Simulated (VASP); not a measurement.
# AlN (F-43m) in VASP: notebook

Runs on AlN. Level: PBE-based screened hybrid. Tasks: single point.

All numbers are computed with VASP 6.6.1; they aren't measurements. Logs are shortened: lines on timing, memory, paths and dates and some standing lists are left out, and cuts for length are marked.

### 1 The cell of the first run

It takes space group F-43m (No. 216, cubic). The conventional cell has a = 4.370 Å, b = 4.370 Å, c = 4.370 Å, α = 90.00°, β = 90.00°, γ = 90.00°. Within 2.5 Å of Al (site symmetry -43m) lie 4 N at 1.89 Å. N (site symmetry -43m) has 4 Al at 1.89 Å within 2.5 Å.

### 2 Single point, PBE-based screened hybrid

File POSCAR:

```
AlN
1.0
    0.0000000000      2.1848764208      2.1848764208
    2.1848764208      0.0000000000      2.1848764208
    2.1848764208      2.1848764208      0.0000000000
Al N
1 1
Direct
    0.0000000000      0.0000000000      0.0000000000
    0.2500000000      0.2500000000      0.2500000000
```

File INCAR.step1:

```
SYSTEM = AlN
PREC     = Accurate       ! precision mode
ENCUT    = 520            ! plane-wave cutoff, eV
EDIFF    = 1E-5           ! SCF threshold, eV
ISMEAR   = 0              ! smearing method
SIGMA    = 0.01           ! smearing width, eV
LREAL    = .False.        ! projectors in reciprocal space
LASPH    = .True.         ! aspherical terms in the spheres
NELM     = 100            ! most SCF steps
ALGO     = Normal         ! electronic algorithm
ISIF     = 2              ! what is computed and relaxed
LWAVE    = .True.         ! write WAVECAR
LCHARG   = .False.        ! write CHGCAR
GGA      = PE             ! functional
NBANDS   = 11             ! bands
```

File INCAR.step2:

```
SYSTEM = AlN
PREC     = Accurate       ! precision mode
ENCUT    = 520            ! plane-wave cutoff, eV
EDIFF    = 1E-6           ! SCF threshold, eV
ISMEAR   = 0              ! smearing method
SIGMA    = 0.01           ! smearing width, eV
LREAL    = .False.        ! projectors in reciprocal space
LASPH    = .True.         ! aspherical terms in the spheres
NELM     = 100            ! most SCF steps
ALGO     = Normal         ! electronic algorithm
ISIF     = 2              ! what is computed and relaxed
LWAVE    = .False.        ! write WAVECAR
LCHARG   = .False.        ! write CHGCAR
GGA      = PE             ! functional
LHFCALC  = .True.         ! exact exchange
AEXX     = 0.35           ! exact-exchange fraction
HFSCREEN = 0.3            ! screening, 1/A
PRECFOCK = Normal       
ISTART   = 1            
NBANDS   = 11             ! bands
```

File KPOINTS:

```
Automatic mesh
0
Gamma
  4 4 4
  0 0 0
```

Potentials or basis: VASP PAW PBE potentials, release 64 (Al, N).

Started as:

```
cat potpaw_PBE.64/Al/POTCAR potpaw_PBE.64/N/POTCAR > POTCAR
cp INCAR.step1 INCAR
mpirun -np 1 vasp_std > vasp.out
cp INCAR.step2 INCAR
mpirun -np 1 vasp_std > vasp.out
```

OUTCAR:

```text
SYSTEM = AlN
   PREC = Accurate
   ENCUT = 520
   EDIFF = 1E-6
   ISMEAR = 0
   LREAL = .False.
   LASPH = .True.
   NELM = 100
   ISIF = 2
   GGA = PE
   LHFCALC = .True.
   AEXX = 0.35
   HFSCREEN = 0.3
   PRECFOCK = Normal
   ISTART = 1

 ion  position               nearest neighbor table
   1  0.000  0.000  0.000-   2 1.89   2 1.89   2 1.89   2 1.89
   2  0.250  0.250  0.250-   1 1.89   1 1.89   1 1.89   1 1.89

  LATTYP: Found a face centered cubic cell.
 ALAT       =     4.3697528416

  Lattice vectors:

 A1 = (   0.0000000000,   2.1848764208,   2.1848764208)
 A2 = (   2.1848764208,   0.0000000000,   2.1848764208)
 A3 = (   2.1848764208,   2.1848764208,   0.0000000000)

Analysis of symmetry for initial positions (statically):
=====================================================================
 Subroutine PRICEL returns:
 Original cell was already a primitive cell.

 Routine SETGRP: Setting up the symmetry group for a
 face centered cubic supercell.

 Subroutine GETGRP returns: Found 24 space group operations
 (whereof 24 operations were pure point group operations)
 out of a pool of 48 trial point group operations.

The static configuration has the point symmetry T_d .

Analysis of symmetry for dynamics (positions and initial velocities):
=====================================================================
 Subroutine PRICEL returns:
 Original cell was already a primitive cell.

 Routine SETGRP: Setting up the symmetry group for a
 face centered cubic supercell.

 Subroutine GETGRP returns: Found 24 space group operations
 (whereof 24 operations were pure point group operations)
 out of a pool of 48 trial point group operations.

The dynamic configuration has the point symmetry T_d .

 Subroutine INISYM returns: Found 24 space group operations
 (whereof 24 operations are pure point group operations),
 and found     1 'primitive' translations

----------------------------------------------------------------------------------------

                                     Primitive cell

  volume of cell :      20.8598

  direct lattice vectors                    reciprocal lattice vectors
     0.000000000  2.184876421  2.184876421    -0.228845895  0.228845895  0.228845895
     2.184876421  0.000000000  2.184876421     0.228845895 -0.228845895  0.228845895
     2.184876421  2.184876421  0.000000000     0.228845895  0.228845895 -0.228845895

  length of vectors
     3.089881866  3.089881866  3.089881866     0.396372717  0.396372717  0.396372717

  position of ions in fractional coordinates (direct lattice)
     0.000000000  0.000000000  0.000000000
     0.250000000  0.250000000  0.250000000

  ion indices of the primitive-cell ions
   primitive index   ion index
                 1           1
                 2           2

----------------------------------------------------------------------------------------

 KPOINTS: Automatic mesh

Automatic generation of k-mesh.
 Grid dimensions read from file:
 generate k-points for:    4    4    4

 Generating k-lattice:

  Cartesian coordinates                     Fractional coordinates (reciprocal lattice)
    -0.057211474  0.057211474  0.057211474     0.250000000  0.000000000  0.000000000
     0.057211474 -0.057211474  0.057211474     0.000000000  0.250000000  0.000000000
     0.057211474  0.057211474 -0.057211474     0.000000000  0.000000000  0.250000000

  Length of vectors
     0.099093179  0.099093179  0.099093179

  Shift w.r.t. Gamma in fractional coordinates (k-lattice)
     0.000000000  0.000000000  0.000000000

 Subroutine IBZKPT returns following result:
 ===========================================

 Found      8 irreducible k-points:

 Following reciprocal coordinates:
            Coordinates               Weight
  0.000000  0.000000  0.000000      1.000000
  0.250000  0.000000  0.000000      8.000000
  0.500000  0.000000  0.000000      4.000000
  0.250000  0.250000  0.000000      6.000000
  0.500000  0.250000  0.000000     24.000000
 -0.250000  0.250000  0.000000     12.000000
  0.500000  0.500000  0.000000      3.000000
 -0.250000  0.500000  0.250000      6.000000
   k-points           NKPTS =      8   k-points in BZ     NKDIM =     64   number of bands    NBANDS=     11
   number of dos      NEDOS =    301   number of ions     NIONS =      2
   total plane-waves  NPLWV =  13824
   dimension x,y,z NGX =    24 NGY =   24 NGZ =   24
   dimension x,y,z NGXF=    48 NGYF=   48 NGZF=   48
   ions per type =               1   1
   NGX,Y,Z   is equivalent  to a cutoff of  12.91, 12.91, 12.91 a.u.
   NGXF,Y,Z  is equivalent  to a cutoff of  25.83, 25.83, 25.83 a.u.
 SYSTEM =  AlN
   PREC   = accura    normal or accurate (medium, high low for compatibility)
   ISTART =      1    job   : 0-new  1-cont  2-samecut
   ICHARG =      0    charge: 1-file 2-atom 10-const
   ISPIN  =      1    spin polarized calculation?
   LNONCOLLINEAR =      F non collinear calculations
   LSORBIT =      F    spin-orbit coupling
   LASPH  =      T    aspherical Exc in radial PAW
   ENCUT  =  520.0 eV  38.22 Ry    6.18 a.u.   5.75  5.75  5.75*2*pi/ulx,y,z
   NELM   =    100;   NELMIN=  2; NELMDL=  0     # of ELM steps
   EDIFF  = 0.1E-05   stopping-criterion for ELM
   LREAL  =      F    real-space projection
   EDIFFG = 0.1E-04   stopping-criterion for IOM
   NSW    =      0    number of steps for IOM
   IBRION =     -1    ionic relax: 0-MD 1-quasi-New 2-CG
   NFREE  =      0    steps in history (QN), initial steepest desc. (CG)
   ISIF   =      2    stress and relaxation
   ISYM   =      3    0-nonsym 1-usesym 2-fastsym
   POTIM  = 0.5000    time-step for ionic-motion
   TEBEG  =    0.0;   TEEND  =   0.0 temperature during run
   PSTRESS=    0.0 pullay stress
   NELECT =       8.0000    total number of electrons
   NUPDOWN=      -1.0000    fix difference up-down
   EMIN   =  10.00;   EMAX   =-10.00  energy-range for DOS
   EFERMI =   0.00;   METHOD = LEGACY
   ISMEAR =     0;   SIGMA  =   0.01  broadening in eV -4-tet -1-fermi 0-gaus
   EFERMI_NEDOS =   21; number of points for ismear=-14 and -15
   IALGO  =     38    algorithm
   IMIX   =      1    mixing-type and parameters
     AMIX     =   0.40;   BMIX     =  1.00
     AMIX_MAG =   1.60;   BMIX_MAG =  1.00
  volume/ion in A,a.u.               =      10.43        70.38
  Fermi-wavevector in a.u.,A,eV,Ry     =   1.189418  2.247675 19.248378  1.414716
  Thomas-Fermi vector in A             =   2.325526
   LORBIT       =      0    0 simple, 1 ext, 2 COOP (PROOUT), +10 PAW based schemes
   GGA     = PE    functional components
   LHFCALC =     T    Hartree Fock is set to
   PRECFOCK=normal    Normal, Fast or Accurate (Low or Medium for compatibility)
   ENCUT4O =  -1.0   cutoff for four orbital integrals eV
   NKREDX  =     1    reduce k-point grid by
   NKREDY  =     1    reduce k-point grid by
   NKREDZ  =     1    reduce k-point grid by
   AEXX    =    0.3500 exact exchange contribution
   HFSCREEN=    0.3000 screening length (either q_TF or 0.3 A-1)
   HFSCREENC=   0.3000 screening length for correlation (either q_TF or 0.3 A-1)
   ENCUTFOCK=  -1.0 apply spherical cutoff to Coloumb kernel
   IVDW    =     0    specifies the selected vdW correction
   LEPSILON=     F    determine dielectric tensor
   LRPA    =     F    only Hartree local field effects (RPA)
 non-spin polarized calculation
 Gauss-broadening in eV      SIGMA  =   0.01
  energy-cutoff  :      520.00
  volume of cell :       20.86
 maximum number of plane-waves:       588
 NGX is ok and might be reduce to    24
  NGX = 18; NGY = 18; NGZ = 18

 number of electron       8.0000000 magnetization

 Free energy of the ion-electron system (eV)
  ---------------------------------------------------
  ext. energy  EPLUGINS =         0.00000000
  ---------------------------------------------------
  free energy    TOTEN  =       -17.91094614 eV

  energy without entropy =      -17.91094614  energy(sigma->0) =      -17.91094614

 E-fermi :   4.9612     XC(G=0):  -8.4443

 val. band max:        4.8690979981   @ k =   0.0000   0.0000   0.0000
 cond. band min:       9.6143902891   @ k =   0.5000   0.5000   0.0000
 fundamental gap:      4.7452922910
 Fermi energy:         4.9611930258

 k-point     1 :       0.0000    0.0000    0.0000
  band No.  band energies     occupation
      1     -12.1003      2.00000
      2       4.8691      2.00000
      3       4.8691      2.00000
      4       4.8691      2.00000
      5      10.6563      0.00000
      6      19.3809      0.00000
      7      19.3809      0.00000
      8      19.3809      0.00000
      9      24.8134      0.00000
     10      24.8134      0.00000
     11      26.2099      0.00000

 k-point     2 :       0.2500    0.0000    0.0000
  band No.  band energies     occupation
      1     -11.1707      2.00000
      2       1.3152      2.00000
      3       4.5790      2.00000
      4       4.5790      2.00000
      5      13.0538      0.00000
      6      17.8390      0.00000
      7      19.1559      0.00000
      8      19.1559      0.00000
      9      23.2968      0.00000
     10      23.2968      0.00000
     11      24.1956      0.00000

 k-point     3 :       0.5000    0.0000    0.0000
  band No.  band energies     occupation
      1      -9.8761      2.00000
      2      -1.5829      2.00000
      3       4.3214      2.00000
      4       4.3214      2.00000
      5      13.9798      0.00000
      6      16.8238      0.00000
      7      17.8818      0.00000
      8      17.8818      0.00000
      9      25.1512      0.00000
     10      27.5366      0.00000
     11      27.5366      0.00000
[... 43 lines left out ...]
 k-point     7 :       0.5000    0.5000    0.0000
  band No.  band energies     occupation
      1      -9.1819      2.00000
      2      -0.5659      2.00000
      3       2.8690      2.00000
      4       2.8690      2.00000
      5       9.6144      0.00000
      6      15.1674      0.00000
      7      21.3987      0.00000
      8      23.1022      0.00000
      9      23.1022      0.00000
     10      31.0853      0.00000
     11      31.5514      0.00000

 k-point     8 :      -0.2500    0.5000    0.2500
  band No.  band energies     occupation
      1      -9.1237      2.00000
      2       0.6693      2.00000
      3       1.0759      2.00000
      4       1.9666      2.00000
      5      12.5323      0.00000
      6      18.2607      0.00000
      7      18.8644      0.00000
      8      19.3307      0.00000
      9      24.5993      0.00000
     10      26.1818      0.00000
     11      32.8083      0.00000

------------------------ aborting loop because EDIFF is reached ----------------------------------------

  FORCE on cell =-STRESS in cart. coord.  units (eV):
  Direction    XX          YY          ZZ          XY          YZ          ZX
  --------------------------------------------------------------------------------------
  -------------------------------------------------------------------------------------
  Total       -0.3144233     -0.3144233     -0.3144233     -0.0000000      0.0000000      0.0000000
  in kB      -24.1498666    -24.1498666    -24.1498666     -0.0000000      0.0000000      0.0000000
  external PRESSURE =     -24.1498666 kB  Pullay stress =       0.0000000 kB

 VOLUME and BASIS-vectors are now :
 -----------------------------------------------------------------------------
  energy-cutoff  :      520.00
  volume of cell :       20.86
      direct lattice vectors                 reciprocal lattice vectors
     0.000000000  2.184876421  2.184876421    -0.228845895  0.228845895  0.228845895
     2.184876421  0.000000000  2.184876421     0.228845895 -0.228845895  0.228845895
     2.184876421  2.184876421  0.000000000     0.228845895  0.228845895 -0.228845895

 POSITION                                       TOTAL-FORCE (eV/Angst)
 -----------------------------------------------------------------------------------
      0.00000      0.00000      0.00000         0.000000      0.000000     -0.000000
      1.09244      1.09244      1.09244        -0.000000     -0.000000      0.000000
 -----------------------------------------------------------------------------------
    total drift:                                0.000001     -0.000000     -0.000000

  FREE ENERGIE OF THE ION-ELECTRON SYSTEM (eV)
  ---------------------------------------------------
  free  energy   TOTEN  =       -17.9109461358 eV

  energy  without entropy=      -17.9109461358  energy(sigma->0) =      -17.91094614
```

Run time: 1.7 min. Hardware: 1 thread of Intel Xeon Platinum 8259CL at 2.50GHz (Skylake/Cascade Lake), shared host; peak memory 0.23 GiB.

What came out:

| Quantity | Value |
| --- | --- |
| Free energy | -17.9109 eV |
| Pressure | -2.4 GPa |
| Band gap on the k mesh | 4.75 eV, indirect (least direct gap 5.79 eV) |

Levels at points of the mesh, in eV from the valence-band top:
```csv
k point,band 2,band 3,band 4,band 5,band 6,band 7
"(0.00, 0.00, 0.00)",0.00,0.00,0.00,5.79,14.51,14.51
"(0.50, 0.00, 0.00)",-6.45,-0.55,-0.55,9.11,11.95,13.01
"(0.50, 0.50, 0.00)",-5.44,-2.00,-2.00,4.75,10.30,16.53
```

Caveat: the k points lie up to 0.62 Å⁻¹ apart; the PAW data sets were made with another functional, which shifts forces and pressure a little. A k mesh can miss the band edges.

### 3 Single point, PBE-based screened hybrid

POSCAR is that of step 2.

File INCAR.step1:

```
SYSTEM = AlN
PREC = Accurate
ENCUT = 520
EDIFF = 1E-5
ISMEAR = 0
SIGMA = 0.01
LREAL = .False.
LASPH = .True.
NELM = 100
ALGO = Normal
ISIF = 2
LWAVE = .True.
LCHARG = .False.
NBANDS = 11
GGA = PE
```

File INCAR.step2:

```
SYSTEM = AlN
PREC = Accurate
ENCUT = 520
EDIFF = 1E-6
ISMEAR = 0
SIGMA = 0.01
LREAL = .False.
LASPH = .True.
NELM = 100
ALGO = Normal
ISIF = 2
LWAVE = .False.
LCHARG = .False.
GGA = PE
LHFCALC = .True.
AEXX = 0.1
HFSCREEN = 0.2078
PRECFOCK = Normal
NBANDS = 11
ISTART = 1
```

File KPOINTS:

```
regular mesh
0
Gamma
  4 4 4
  0 0 0
```

Potentials or basis: VASP PAW PBE potentials, release 64 (Al, N).

Started as:

```
cat potpaw_PBE.64/Al/POTCAR potpaw_PBE.64/N/POTCAR > POTCAR
cp INCAR.step1 INCAR
mpirun -np 1 vasp_std > vasp.out
cp INCAR.step2 INCAR
mpirun -np 1 vasp_std > vasp.out
```

Run time: 86 s. Hardware: 1 thread of Intel Xeon Platinum 8259CL at 2.50GHz (Skylake/Cascade Lake), shared host; peak memory 0.23 GiB.

It converged, with:

* Free energy: -15.8148 eV
* Pressure: 2.3 GPa
* Band gap on the k mesh: 3.79 eV, indirect (least direct gap 4.72 eV)

Levels at points of the mesh, in eV from the valence-band top:
| k point | band 1 | band 2 | band 3 | band 4 | band 5 | band 6 | band 7 | band 8 | band 9 |
| --- | --- | --- | --- | --- | --- | --- | --- | --- | --- |
| (0.00, 0.00, 0.00) | -15.58 | 0.00 | 0.00 | 0.00 | 4.72 | 13.20 | 13.20 | 13.20 | 18.42 |
| (0.50, 0.00, 0.00) | -13.47 | -6.06 | -0.50 | -0.50 | 7.95 | 10.56 | 11.76 | 11.76 | 18.73 |
| (0.50, 0.50, 0.00) | -12.82 | -5.08 | -1.85 | -1.85 | 3.79 | 9.17 | 14.80 | 16.54 | 16.54 |

Caveat: the k points lie up to 0.62 Å⁻¹ apart; the PAW data sets were made with another functional, which shifts forces and pressure a little. A k mesh can miss the band edges.
